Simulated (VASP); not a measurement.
Wanted: the native input for a VASP 6.6.1 run.

```
Task                   : single point
Functional             : PBE
Potentials or basis    : VASP PAW PBE potentials, release 64 (Ge_d, Sb, Te)
Cutoff                 : 520 eV
k mesh                 : 12 × 12 × 2
Occupations            : gaussian, width 0.03 eV
Spin                   : no spin polarisation
Dipole correction      : no
Further INCAR settings : ALGO = Fast; EDIFF = 1e-07; NBANDS = 44
```

The structure of Ge2Sb2Te5 lies in POSCAR:

```
Ge2Sb2Te5
1.0
    4.3952977798      0.0000000000      0.0000000000
   -2.1976488899      3.8064395345      0.0000000000
    0.0000000000      0.0000000000     17.0221092416
Ge Sb Te
2 2 5
Direct
    0.0000000000      0.0000000000      0.3314713560
    0.0000000000      0.0000000000      0.6685286440
    0.3333333333      0.6666666667      0.1121550832
    0.6666666667      0.3333333333      0.8878449168
    0.0000000000      0.0000000000      0.0000000000
    0.3333333333      0.6666666667      0.7913602895
    0.6666666667      0.3333333333      0.2086397105
    0.3333333333      0.6666666667      0.4097504733
    0.6666666667      0.3333333333      0.5902495267
```

One way to write it, as run:

INCAR

```
SYSTEM = Ge2Sb2Te5
PREC     = Accurate       ! precision mode
ENCUT    = 520            ! plane-wave cutoff, eV
EDIFF    = 1E-7           ! SCF threshold, eV
ISMEAR   = 0              ! smearing method
SIGMA    = 0.03           ! smearing width, eV
LREAL    = .FALSE.        ! projectors in reciprocal space
LASPH    = .TRUE.         ! aspherical terms in the spheres
NELM     = 80             ! most SCF steps
ALGO     = Fast           ! electronic algorithm
ISIF     = 2              ! what is computed and relaxed
LWAVE    = .FALSE.        ! write WAVECAR
LCHARG   = .FALSE.        ! write CHGCAR
GGA      = PE             ! functional
NBANDS   = 44             ! bands
```

KPOINTS

```
regular mesh
0
G
  12 12 2
  0 0 0
```

Potentials or basis: VASP PAW PBE potentials, release 64 (Ge_d, Sb, Te).

Launch:

```bash
$ cat potpaw_PBE.64/Ge_d/POTCAR potpaw_PBE.64/Sb/POTCAR potpaw_PBE.64/Te/POTCAR > POTCAR
$ mpirun -np 1 vasp_std > vasp.out
```

It gave:

| Quantity | Value |
| --- | --- |
| Pressure | -0.2 GPa |
| Largest force | 0.221 eV/Å |
| Band gap on the k mesh | zero (bands 34 and 35 overlap by 0.06 eV) |

Caveat: spin-orbit coupling is left out, which moves the levels of the heavy elements; this functional lacks dispersion, which binds layers or chains, so the pressure and a relaxed spacing across them are unreliable.

Wall time 25 min on 1 thread of Oxide Virtual Turin-like Processor (shared host), peak memory 0.64 GiB.
